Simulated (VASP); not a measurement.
# RbAu2 in VASP: a series of runs

The runs below take RbAu2 through single point, with PBE.

Everything below comes from runs of VASP 6.6.1. Logs are shortened: lines on timing, memory, paths and dates and some standing lists are left out, and cuts for length are marked.

## Step 1: The cell of the first run

The typed cell holds 3 atoms: a = 4.716 Å, b = 4.716 Å, c = 5.056 Å, α = 90.00°, β = 90.00°, γ = 120.00°.

The cell was generated, and may not be a known phase.

## Step 2: Single point, PBE

File INCAR:

```
ALGO = Normal
EDIFF = 1E-6
ENCUT = 520
GGA = PE
ISIF = 2
ISMEAR = 0
LASPH = True
LCHARG = False
LREAL = False
LWAVE = False
NBANDS = 22
NELM = 100
PREC = Accurate
SIGMA = 0.1
```

File KPOINTS:

```
k-points
0
Gamma
  6 6 2
```

File POSCAR:

```
RbAu2
1.0
    4.7161587834      0.0000000000      0.0000000000
   -2.3580793917      4.0843133147      0.0000000000
    0.0000000000      0.0000000000      5.0564236309
Rb Au
1 2
Direct
    0.0000000000      0.0000000000      0.5000000000
    0.3333333333      0.6666666667      1.0004081411
    0.6666666667      0.3333333333     -0.0004081411
```

Potentials or basis: VASP PAW PBE potentials, release 64 (Rb_sv, Au).

The run is started by

```console
$ cat potpaw_PBE.64/Rb_sv/POTCAR potpaw_PBE.64/Au/POTCAR > POTCAR
$ mpirun -np 1 vasp_std > vasp.out
```

OUTCAR:

```text
EDIFF = 1E-6
   ENCUT = 520
   GGA = PE
   ISIF = 2
   ISMEAR = 0
   LASPH = True
   LREAL = False
   NELM = 100
   PREC = Accurate

 ion  position               nearest neighbor table
   1  0.000  0.000  0.500-   2 3.71   3 3.71   2 3.71   3 3.71   3 3.71   2 3.71   2 3.72   3 3.72
                             3 3.72   2 3.72   2 3.72   3 3.72
   2  0.333  0.667  0.000-   3 2.72   3 2.72   3 2.72   1 3.71   1 3.71   1 3.71   1 3.72   1 3.72
                             1 3.72
   3  0.667  0.333  1.000-   2 2.72   2 2.72   2 2.72   1 3.71   1 3.71   1 3.71   1 3.72   1 3.72
                             1 3.72

  LATTYP: Found a hexagonal cell.
 ALAT       =     4.7161587834
 C/A-ratio  =     1.0721487259

  Lattice vectors:

 A1 = (   4.7161587834,   0.0000000000,   0.0000000000)
 A2 = (  -2.3580793917,   4.0843133147,   0.0000000000)
 A3 = (   0.0000000000,   0.0000000000,   5.0564236309)

Analysis of symmetry for initial positions (statically):
=====================================================================
 Subroutine PRICEL returns:
 Original cell was already a primitive cell.

 Routine SETGRP: Setting up the symmetry group for a
 hexagonal supercell.

 Subroutine GETGRP returns: Found 12 space group operations
 (whereof 12 operations were pure point group operations)
 out of a pool of 24 trial point group operations.

The static configuration has the point symmetry D_3d.

Analysis of symmetry for dynamics (positions and initial velocities):
=====================================================================
 Subroutine PRICEL returns:
 Original cell was already a primitive cell.

 Routine SETGRP: Setting up the symmetry group for a
 hexagonal supercell.

 Subroutine GETGRP returns: Found 12 space group operations
 (whereof 12 operations were pure point group operations)
 out of a pool of 24 trial point group operations.

The dynamic configuration has the point symmetry D_3d.

 Subroutine INISYM returns: Found 12 space group operations
 (whereof 12 operations are pure point group operations),
 and found     1 'primitive' translations

----------------------------------------------------------------------------------------

                                     Primitive cell

  volume of cell :      97.3982

  direct lattice vectors                    reciprocal lattice vectors
     4.716158783  0.000000000  0.000000000     0.212036966  0.122419599  0.000000000
    -2.358079392  4.084313315  0.000000000     0.000000000  0.244839199  0.000000000
     0.000000000  0.000000000  5.056423631     0.000000000  0.000000000  0.197768240

  length of vectors
     4.716158783  4.716158783  5.056423631     0.244839199  0.244839199  0.197768240

  position of ions in fractional coordinates (direct lattice)
     0.000000000  0.000000000  0.500000000
     0.333333333  0.666666667  0.000408141
     0.666666667  0.333333333  0.999591859

  ion indices of the primitive-cell ions
   primitive index   ion index
                 1           1
                 2           2
                 3           3

----------------------------------------------------------------------------------------

 KPOINTS: k-points

Automatic generation of k-mesh.
 Grid dimensions read from file:
 generate k-points for:    6    6    2

 Generating k-lattice:

  Cartesian coordinates                     Fractional coordinates (reciprocal lattice)
     0.035339494  0.020403267  0.000000000     0.166666667 -0.000000000  0.000000000
     0.000000000  0.040806533  0.000000000     0.000000000  0.166666667  0.000000000
     0.000000000  0.000000000  0.098884120     0.000000000  0.000000000  0.500000000

  Length of vectors
     0.040806533  0.040806533  0.098884120

  Shift w.r.t. Gamma in fractional coordinates (k-lattice)
     0.000000000  0.000000000  0.000000000

 Subroutine IBZKPT returns following result:
 ===========================================

 Found     14 irreducible k-points:

 Following reciprocal coordinates:
            Coordinates               Weight
  0.000000  0.000000  0.000000      1.000000
  0.166667 -0.000000  0.000000      6.000000
  0.333333 -0.000000  0.000000      6.000000
  0.500000  0.000000  0.000000      3.000000
  0.166667  0.166667  0.000000      6.000000
  0.333333  0.166667  0.000000     12.000000
  0.333333  0.333333  0.000000      2.000000
  0.000000  0.000000  0.500000      1.000000
  0.166667 -0.000000  0.500000      6.000000
  0.333333 -0.000000  0.500000      6.000000
  0.500000  0.000000  0.500000      3.000000
  0.166667  0.166667  0.500000      6.000000
  0.333333  0.166667  0.500000     12.000000
  0.333333  0.333333  0.500000      2.000000
   k-points           NKPTS =     14   k-points in BZ     NKDIM =     14   number of bands    NBANDS=     22
   number of dos      NEDOS =    301   number of ions     NIONS =      3
   total plane-waves  NPLWV =  51840
   dimension x,y,z NGX =    36 NGY =   36 NGZ =   40
   dimension x,y,z NGXF=    72 NGYF=   72 NGZF=   80
   ions per type =               1   2
   NGX,Y,Z   is equivalent  to a cutoff of  12.69, 12.69, 13.15 a.u.
   NGXF,Y,Z  is equivalent  to a cutoff of  25.38, 25.38, 26.30 a.u.
 SYSTEM =  unknown system
   PREC   = accura    normal or accurate (medium, high low for compatibility)
   ISTART =      0    job   : 0-new  1-cont  2-samecut
   ICHARG =      2    charge: 1-file 2-atom 10-const
   ISPIN  =      1    spin polarized calculation?
   LNONCOLLINEAR =      F non collinear calculations
   LSORBIT =      F    spin-orbit coupling
   LASPH  =      T    aspherical Exc in radial PAW
   ENCUT  =  520.0 eV  38.22 Ry    6.18 a.u.   8.77  8.77  9.40*2*pi/ulx,y,z
   NELM   =    100;   NELMIN=  2; NELMDL= -5     # of ELM steps
   EDIFF  = 0.1E-05   stopping-criterion for ELM
   LREAL  =      F    real-space projection
   EDIFFG = 0.1E-04   stopping-criterion for IOM
   NSW    =      0    number of steps for IOM
   IBRION =     -1    ionic relax: 0-MD 1-quasi-New 2-CG
   NFREE  =      0    steps in history (QN), initial steepest desc. (CG)
   ISIF   =      2    stress and relaxation
   ISYM   =      2    0-nonsym 1-usesym 2-fastsym
   POTIM  = 0.5000    time-step for ionic-motion
   TEBEG  =    0.0;   TEEND  =   0.0 temperature during run
   PSTRESS=    0.0 pullay stress
   NELECT =      31.0000    total number of electrons
   NUPDOWN=      -1.0000    fix difference up-down
   EMIN   =  10.00;   EMAX   =-10.00  energy-range for DOS
   EFERMI =   0.00;   METHOD = LEGACY
   ISMEAR =     0;   SIGMA  =   0.10  broadening in eV -4-tet -1-fermi 0-gaus
   EFERMI_NEDOS =   21; number of points for ismear=-14 and -15
   IALGO  =     38    algorithm
   IMIX   =      4    mixing-type and parameters
     AMIX     =   0.40;   BMIX     =  1.00
     AMIX_MAG =   1.60;   BMIX_MAG =  1.00
  volume/ion in A,a.u.               =      32.47       219.09
  Fermi-wavevector in a.u.,A,eV,Ry     =   1.117751  2.112243 16.998676  1.249367
  Thomas-Fermi vector in A             =   2.254376
   LORBIT       =      0    0 simple, 1 ext, 2 COOP (PROOUT), +10 PAW based schemes
   GGA     = PE    functional components
   LHFCALC =     F    Hartree Fock is set to
   AEXX    =    0.0000 exact exchange contribution
   IVDW    =     0    specifies the selected vdW correction
   LEPSILON=     F    determine dielectric tensor
   LRPA    =     F    only Hartree local field effects (RPA)
 non-spin polarized calculation
 Gauss-broadening in eV      SIGMA  =   0.10
  energy-cutoff  :      520.00
  volume of cell :       97.40
 maximum number of plane-waves:      2634
 NGX is ok and might be reduce to    36
   NGX = 17   NGY = 17   NGZ = 19

 number of electron      31.0000004 magnetization

 Free energy of the ion-electron system (eV)
  ---------------------------------------------------
  ext. energy  EPLUGINS =         0.00000000
  ---------------------------------------------------
  free energy    TOTEN  =        -8.08067906 eV

  energy without entropy =       -8.07773454  energy(sigma->0) =       -8.07920680

 E-fermi :   2.5712     XC(G=0):  -8.6767

 val. band max:        2.1595114369   @ k =   0.3333   0.1667   0.5000
 cond. band min:       2.6396296853   @ k =   0.1667  -0.0000   0.5000
 fundamental gap:      0.4801182484
 Fermi energy:         2.5712226494

 k-point     1 :       0.0000    0.0000    0.0000
  band No.  band energies     occupation
      1     -24.4074      2.00000
      2      -8.5031      2.00000
      3      -8.5031      2.00000
      4      -8.4648      2.00000
      5      -3.2217      2.00000
      6      -1.1700      2.00000
[... 14 lines left out ...]
     21       9.5353      0.00000
     22      10.0347      0.00000

 k-point     2 :       0.1667   -0.0000    0.0000
  band No.  band energies     occupation
      1     -24.4055      2.00000
      2      -8.5519      2.00000
      3      -8.5119      2.00000
      4      -8.4611      2.00000
      5      -2.9595      2.00000
      6      -1.4572      2.00000
[... 14 lines left out ...]
     21       9.2597      0.00000
     22      10.0172      0.00000

 k-point     3 :       0.3333   -0.0000    0.0000
  band No.  band energies     occupation
      1     -24.4017      2.00000
      2      -8.6440      2.00000
      3      -8.5292      2.00000
      4      -8.4538      2.00000
      5      -2.3756      2.00000
      6      -1.8511      2.00000
[... 14 lines left out ...]
     21       9.6705      0.00000
     22       9.7253      0.00000
[... 226 lines left out ...]
 k-point    13 :       0.3333    0.1667    0.5000
  band No.  band energies     occupation
      1     -24.3985      2.00000
      2      -8.6368      2.00000
      3      -8.5606      2.00000
      4      -8.5137      2.00000
      5      -2.2102      2.00000
      6      -1.9214      2.00000
[... 14 lines left out ...]
     21       9.7825      0.00000
     22      10.2547      0.00000

 k-point    14 :       0.3333    0.3333    0.5000
  band No.  band energies     occupation
      1     -24.3976      2.00000
      2      -8.6113      2.00000
      3      -8.6113      2.00000
      4      -8.5057      2.00000
      5      -2.2236      2.00000
      6      -1.7961      2.00000
[... 14 lines left out ...]
     21      10.4015      0.00000
     22      10.7464      0.00000

------------------------ aborting loop because EDIFF is reached ----------------------------------------

  FORCE on cell =-STRESS in cart. coord.  units (eV):
  Direction    XX          YY          ZZ          XY          YZ          ZX
  --------------------------------------------------------------------------------------
  -------------------------------------------------------------------------------------
  Total       -0.1367940     -0.1367940     -0.0286729      0.0000000      0.0000000     -0.0000000
  in kB       -2.2502298     -2.2502298     -0.4716617      0.0000000      0.0000000     -0.0000000
  external PRESSURE =      -1.6573737 kB  Pullay stress =       0.0000000 kB

 VOLUME and BASIS-vectors are now :
 -----------------------------------------------------------------------------
  energy-cutoff  :      520.00
  volume of cell :       97.40
      direct lattice vectors                 reciprocal lattice vectors
     4.716158783  0.000000000  0.000000000     0.212036966  0.122419599  0.000000000
    -2.358079392  4.084313315  0.000000000     0.000000000  0.244839199  0.000000000
     0.000000000  0.000000000  5.056423631     0.000000000  0.000000000  0.197768240

 POSITION                                       TOTAL-FORCE (eV/Angst)
 -----------------------------------------------------------------------------------
      0.00000      0.00000      2.52821         0.000000      0.000000      0.000000
     -0.00000      2.72288      0.00206        -0.000000     -0.000000     -0.006199
      2.35808      1.36144      5.05436         0.000000      0.000000      0.006199
 -----------------------------------------------------------------------------------
    total drift:                                0.000000     -0.000000     -0.000000

  FREE ENERGIE OF THE ION-ELECTRON SYSTEM (eV)
  ---------------------------------------------------
  free  energy   TOTEN  =        -8.0806790584 eV

  energy  without entropy=       -8.0777345358  energy(sigma->0) =       -8.07920680
```

It took 49 s on 1 thread of Intel Xeon 8259CL, shared host; peak memory 0.23 GiB.

What came out:

```yaml
Free_energy: -8.0807 eV
Pressure: -0.2 GPa
Largest_force: 0.006 eV/Å
Band_gap_on_the_k_mesh: zero (an odd number of electrons rules out a gap without spin polarisation)
```

Forces on the atoms (eV/Å):
```
Rb   0.000  0.000  0.000
Au   0.000  0.000 -0.006
Au   0.000  0.000  0.006
```

Stress tensor (GPa, compression positive):
```
-0.23  0.00  0.00
 0.00 -0.23  0.00
 0.00  0.00 -0.05
```

Levels at points of the mesh, in eV from the Fermi level:
```
           k point  band 11  band 12  band 13  band 14  band 15  band 16  band 17  band 18  band 19  band 20
(0.00, 0.00, 0.00)    -3.24    -3.24    -2.56    -2.44    -2.44     2.70     3.99     4.09     4.09     5.07
(0.50, 0.00, 0.00)    -2.96    -2.83    -2.19    -1.93    -1.88    -0.87     3.04     3.30     4.43     6.45
(0.00, 0.00, 0.50)    -3.31    -3.12    -2.44    -2.39    -2.39    -0.46     5.68     5.76     5.76     6.09
(0.50, 0.00, 0.50)    -2.81    -2.75    -2.20    -1.87    -1.17    -0.93     2.41     2.47     2.48     6.63
```

Caveat: the k points lie up to 0.62 Å⁻¹ apart, too coarse for converged energies and pressures of a metal; spin-orbit coupling is left out, which moves the levels of the heavy elements.

## Step 3: Single point, PBE

File INCAR:

```
SYSTEM = RbAu2
PREC     = Accurate       ! precision mode
ENCUT    = 520            ! plane-wave cutoff, eV
EDIFF    = 1E-6           ! SCF threshold, eV
ISMEAR   = 0              ! smearing method
SIGMA    = 0.1            ! smearing width, eV
LREAL    = .False.        ! projectors in reciprocal space
LASPH    = .True.         ! aspherical terms in the spheres
NELM     = 80             ! most SCF steps
ALGO     = Fast           ! electronic algorithm
ISIF     = 2              ! what is computed and relaxed
LWAVE    = .False.        ! write WAVECAR
LCHARG   = .False.        ! write CHGCAR
GGA      = PE             ! functional
NBANDS   = 22             ! bands
```

File KPOINTS:

```
Automatic mesh
0
Gamma
  6 6 4
  0 0 0
```

File POSCAR:

```
RbAu2
1.0
    4.7161587834      0.0000000000      0.0000000000
   -2.3580793917      4.0843133147      0.0000000000
    0.0000000000      0.0000000000      5.0564236309
Rb Au
1 2
Direct
    0.0000000000      0.0000000000      0.5000000000
    0.3333333333      0.6666666667      0.0000000000
    0.6666666667      0.3333333333      0.0000000000
```

Potentials or basis: VASP PAW PBE potentials, release 64 (Rb_sv, Au).

The run is started by

```console
$ cat potpaw_PBE.64/Rb_sv/POTCAR potpaw_PBE.64/Au/POTCAR > POTCAR
$ mpirun -np 1 vasp_std > vasp.out
```

Run time: 92 s. Hardware: 1 thread of Intel Xeon 8259CL, shared host; peak memory 0.24 GiB.

Results (log left out):

```yaml
Free_energy: -8.0982 eV
Pressure: -0.2 GPa
Band_gap_on_the_k_mesh: zero (an odd number of electrons rules out a gap without spin polarisation)
```

Stress tensor (GPa, compression positive):
```
-0.14  0.00  0.00
 0.00 -0.14  0.00
 0.00  0.00 -0.38
```

Levels at points of the mesh, in eV from the Fermi level:
```tsv
k point	band 12	band 13	band 14	band 15	band 16	band 17	band 18	band 19	band 20	band 21
(0.00, 0.00, 0.00)	-3.32	-2.63	-2.52	-2.52	2.63	3.92	4.03	4.03	5.00	6.89
(0.50, 0.00, 0.00)	-2.91	-2.26	-2.00	-1.96	-0.95	2.97	3.24	4.36	6.39	6.46
(0.00, 0.00, 0.50)	-3.19	-2.52	-2.46	-2.46	-0.53	5.61	5.69	5.69	6.03	6.03
(0.50, 0.00, 0.50)	-2.82	-2.28	-1.95	-1.24	-1.01	2.34	2.40	2.41	6.56	7.12
```

Caveat: spin-orbit coupling is left out, which moves the levels of the heavy elements.

The gap in the log of VASP goes by the Fermi energy; the results here count the filled bands.